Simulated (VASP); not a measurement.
**ZrS2: single point with PBE**

The system is ZrS2.

```
CELL_PARAMETERS angstrom
3.68521 0.00000 0.00000
-1.84260 3.19148 0.00000
0.00000 0.00000 6.75791
ATOMIC_POSITIONS crystal
Zr 0.00000 0.00000 0.00000
S 0.66667 0.33333 0.78568
S 0.33333 0.66667 0.21432
```

```
Program                : VASP 6.6.1
Task                   : single point
Functional             : PBE
Potentials or basis    : VASP PAW PBE potentials, release 64 (Zr_sv, S)
Cutoff                 : 500 eV
k mesh                 : 12 × 12 × 4
Occupations            : gaussian, width 0.02 eV
Spin                   : no spin polarisation
Dipole correction      : no
Further INCAR settings : ALGO = Normal; EDIFF = 1e-06; NBANDS = 19
```

```json
{"Pressure": "0.0 GPa", "Largest force": "0.008 eV/Å", "Band gap on the k mesh": "1.13 eV, indirect (least direct gap 1.69 eV)"}
```

Forces on the atoms (eV/Å):
```
Zr   0.000  0.000  0.000
S    0.000  0.000 -0.008
S    0.000  0.000  0.008
```

Levels at points of the mesh, in eV from the valence-band top:
```
           k point  band 10  band 11  band 12  band 13  band 14  band 15
(0.00, 0.00, 0.00)    -0.40     0.00     0.00     1.69     1.69     2.50
(0.50, 0.00, 0.00)    -2.21    -1.29    -0.96     1.24     3.36     3.64
(0.00, 0.00, 0.50)    -1.15    -0.02    -0.02     1.69     1.69     2.77
(0.50, 0.00, 0.50)    -2.17    -0.96    -0.91     1.13     3.36     3.64
```

Wall time 41 s on 1 thread of Intel(R) Xeon(R) 6975P-C (Granite Rapids) (shared host), peak memory 0.23 GiB.

Caveat: this functional lacks dispersion, which binds the layers, so the pressure and a relaxed spacing across them are unreliable. A k mesh can miss the band edges.
